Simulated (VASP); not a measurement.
Write the native input for VASP 6.6.1 that does the following.

```yaml
Task: electric field gradients
Functional: PBE
Potentials_or_basis: VASP PAW PBE potentials, release 64 (Fe, O)
Cutoff: 520 eV
k_mesh: 15 × 15 × 15
Occupations: fermi-dirac, width 0.03 eV
Spin: collinear spin, ferromagnetic start
Starting_moments: "[3.0, 0.0] μB"
Dipole_correction: no
Further_INCAR_settings: ALGO = Normal; EDIFF = 1e-08; NBANDS = 18
```

The structure of FeO lies in POSCAR:

```
FeO
1.0
    0.0000000000      2.1554000000      2.1554000000
    2.1554000000      0.0000000000      2.1554000000
    2.1554000000      2.1554000000      0.0000000000
Fe O
1 1
Direct
    0.0000000000      0.0000000000      0.0000000000
    0.5000000000      0.5000000000      0.5000000000
```

These files were run (other wordings do the same):

INCAR

```
  PREC = Accurate
  ENCUT = 520
  EDIFF = 1E-8
  ISMEAR = -1
  SIGMA = 0.03
  LREAL = F
  LASPH = T
  NELM = 150
  ALGO = Normal
  ISIF = 2
  LWAVE = F
  LCHARG = F
  ISPIN = 2
  MAGMOM = 3 0
  LORBIT = 11
  LMAXMIX = 4
  GGA = PE
  LEFG = T
  NBANDS = 18
```

KPOINTS

```
regular mesh
0
Gamma
  15 15 15
```

Potentials or basis: VASP PAW PBE potentials, release 64 (Fe, O).

The run is started by

```bash
$ cat potpaw_PBE.64/Fe/POTCAR potpaw_PBE.64/O/POTCAR > POTCAR
$ mpirun -np 1 vasp_std > vasp.out
```

Results of the run:

| Item | Value |
| --- | --- |
| Pressure | -0.2 GPa |
| Band gap on the k mesh | zero (filled and empty bands overlap) |
| Net moment | 4.00 μB per cell |
| Site moments | Fe +3.62; O +0.30 μB |
| Largest electric field gradient by atom | under 0.05 V/Å² on every atom |
| Valence electrons inside the program's atomic spheres | Fe 6.73; O 4.99 |

Caveat: a cell with one magnetic atom can't hold antiferromagnetic order, which such compounds often take; semilocal functionals often make such compounds metallic where correlation or magnetic order opens a gap, which also shifts bond lengths.

Wall time 2 min on 1 thread of Intel Xeon 8259CL, on a shared host, peak memory 0.2 GiB.
